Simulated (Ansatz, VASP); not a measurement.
Two plane-wave programs on BN

```xyz
2
Lattice="2.4586 0.0000 0.0000 -1.2293 2.1727 0.0000 0.0000 0.0000 26.0000" Properties=species:S:1:pos:R:3 pbc="T T T"
B     0.0000    0.0000   13.0000
N     1.2293    0.7242   13.0000
```

Change from the starting cell: strain along x -0.020, atoms relaxed.

Alike in both runs: task relaxation of the atoms; functional PBE; dispersion D3(BJ); k mesh 12 × 12 × 1; occupations gaussian, width 0.02 eV; no spin polarisation.

|  | VASP | Ansatz |
| --- | --- | --- |
| version | VASP 6.6.1 | Ansatz 0.2.0 |
| potentials or method | VASP PAW PBE potentials, release 64 (B, N), cutoff 520 eV | scalar-relativistic, plane waves, PAW |
| valence electrons in the cell | 8 | 8 |

|  | VASP | Ansatz | Ansatz less VASP |
| --- | --- | --- | --- |
| gap on the k mesh at the Fermi level, each at its own relaxed structure (eV) | 4.66 | 4.66 | 0.000 |

Ansatz's warnings: stress scf threshold loose.
